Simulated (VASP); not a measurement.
Set up this calculation in VASP 6.6.1, as the native input.

| Item | Value |
| --- | --- |
| Task | single point |
| Functional | PBE |
| Potentials or basis | VASP PAW PBE potentials, release 64 (Ca_sv, O) |
| Cutoff | 520 eV |
| k mesh | 10 × 10 × 10 |
| Occupations | fermi-dirac, width 0.02 eV |
| Spin | no spin polarisation |
| Dipole correction | no |
| Further INCAR settings | ALGO = Normal; EDIFF = 1e-07; NBANDS = 15 |

The structure of CaO lies in POSCAR:

```
CaO
1.0
    0.0000000000      2.4335133706      2.3796511456
    2.4335133706      0.0000000000      2.3796511456
    2.4335133706      2.4335133706      0.0000000000
Ca O
1 1
Direct
    0.0000000000      0.0000000000      0.0000000000
    0.5000000000      0.5000000000      0.5000000000
```

This cell differs from its parent crystal: epitaxial xy strain +1.5%.

The input as run:

INCAR

```
ALGO     = Normal         # electronic algorithm
EDIFF    = 1E-7           # SCF threshold, eV
ENCUT    = 520            # plane-wave cutoff, eV
GGA      = PE             # functional
ISIF     = 2              # what is computed and relaxed
ISMEAR   = -1             # smearing method
LASPH    = T              # aspherical terms in the spheres
LCHARG   = F              # write CHGCAR
LREAL    = F              # projectors in reciprocal space
LWAVE    = F              # write WAVECAR
NBANDS   = 15             # bands
NELM     = 100            # most SCF steps
PREC     = Accurate       # precision mode
SIGMA    = 0.02           # smearing width, eV
```

KPOINTS

```
k-points
0
Gamma
  10 10 10
```

Potentials or basis: VASP PAW PBE potentials, release 64 (Ca_sv, O).

Run with:

```sh
$ cat potpaw_PBE.64/Ca_sv/POTCAR potpaw_PBE.64/O/POTCAR > POTCAR
$ mpirun -np 1 vasp_std > vasp.out
```

Results of the run:

```yaml
Pressure: 0.7 GPa
Band_gap_on_the_k_mesh: 3.56 eV (least direct gap 4.00 eV)
```

Caveat: the cell differs from its parent crystal (epitaxial xy strain +1.5%).

It took 30 s on 1 thread of Intel(R) Xeon(R) 6975P-C (Granite Rapids) (shared host), peak memory 0.18 GiB.
